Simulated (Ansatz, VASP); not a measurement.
One calculation of B4CCl6O, two programs

```
B C Cl O
1.0
     5.40706    3.12176    2.47274
    -5.40706    3.12176    2.47274
     0.00000   -6.24353    2.47274
B C Cl O
4 1 6 1
Direct
  0.30287 0.30287 0.30287
  0.32054 0.32054 0.05998
  0.05998 0.32054 0.32054
  0.32054 0.05998 0.32054
  0.50507 0.50507 0.50507
  0.11409 0.11409 0.78632
  0.78632 0.11409 0.11409
  0.11409 0.78632 0.11409
  0.54675 0.54675 0.07386
  0.07386 0.54675 0.54675
  0.54675 0.07386 0.54675
  0.65725 0.65725 0.65725
```

Alike in both runs: task single point; functional PBE; k mesh 4 × 4 × 4; occupations fermi-dirac, width 0.02 eV; no spin polarisation.

```csv
,VASP,Ansatz
version,VASP 6.6.1,Ansatz 0.2.0
potentials or method,"VASP PAW PBE potentials, release 64 (B, C, Cl, O)","plane waves, PAW"
plane-wave cutoff (eV),520,420
valence electrons in the cell,64,64
```

```tsv
	VASP	Ansatz	Ansatz less VASP
gap on the k mesh at the Fermi level (eV)	4.00	3.99	-0.014
pressure (GPa)	2.0	2.0	0.00
traceless stress, the component that is largest in VASP (GPa)	0.80	0.51	-0.297
rms of the force components (eV/Å)	0.480	0.242	-0.2384
```

Atom by atom the forces differ by 0.242 eV/Å (rms over components).

Noted on VASP's run: the standard files for N, O and F lose accuracy on very short bonds.
